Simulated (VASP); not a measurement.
**Zn3Bi2: single point with PBE**

Zn3Bi2:

```
Zn Bi
1.0
     6.62949    0.69751   -1.17840
    -0.55823    6.03541    0.16050
    -0.16128    0.44606    7.01419
Zn Bi
6 4
Direct
  0.30373 0.30539 0.52061
  0.16407 0.92714 0.86546
  0.22460 0.41665 0.87212
  0.78369 0.72232 0.91511
  0.87227 0.17889 0.54116
  0.99377 0.32895 0.18227
  0.59022 0.48872 0.25383
  0.64454 0.20520 0.87813
  0.01252 0.70111 0.46460
  0.42272 0.99284 0.24313
```

```
Program             : VASP 6.6.1
Task                : single point
Functional          : PBE
Potentials or basis : VASP PAW PBE potentials, release 64 (Zn, Bi_d)
Cutoff              : 520 eV
k mesh              : 2 × 3 × 2
Occupations         : methfessel-paxton, width 0.15 eV
Spin                : no spin polarisation
```

The pressure is -2.6 GPa and the largest force is 0.671 eV/Å. The band gap on the k mesh is zero (bands 66 and 67 overlap by 0.14 eV).

Forces in eV/Å, atoms in the order of the input:
```
Zn  -0.024  0.043 -0.014
Zn  -0.133 -0.233 -0.105
Zn  -0.350  0.230  0.370
Zn   0.309 -0.009 -0.013
Zn  -0.023 -0.218  0.089
Zn   0.444  0.048 -0.351
Bi  -0.286  0.354  0.469
Bi   0.253 -0.130 -0.547
Bi   0.354  0.291  0.218
Bi  -0.543 -0.376 -0.116
```

Stress tensor (GPa, compression positive):
```
-1.62  0.18 -0.53
 0.18 -2.02  0.19
-0.53  0.19 -4.29
```

Levels at points of the mesh, in eV from the Fermi level:
```csv
k point,band 64,band 65,band 66,band 67,band 68,band 69
"(0.00, 0.00, 0.00)",-1.34,-0.82,-0.18,-0.08,0.23,0.52
"(0.50, 0.00, 0.00)",-1.10,-0.80,-0.15,-0.12,0.22,0.56
"(0.00, 0.00, 0.50)",-1.20,-0.71,-0.40,-0.01,0.13,0.72
"(0.50, 0.00, 0.50)",-1.39,-0.40,-0.33,0.15,0.54,0.65
```

It took 4.9 min on 1 thread of Intel Xeon 8259CL, on a shared host, peak memory 0.39 GiB.

Caveat: the k points lie up to 0.47 Å⁻¹ apart; spin-orbit coupling is left out, which moves the levels of the heavy elements.
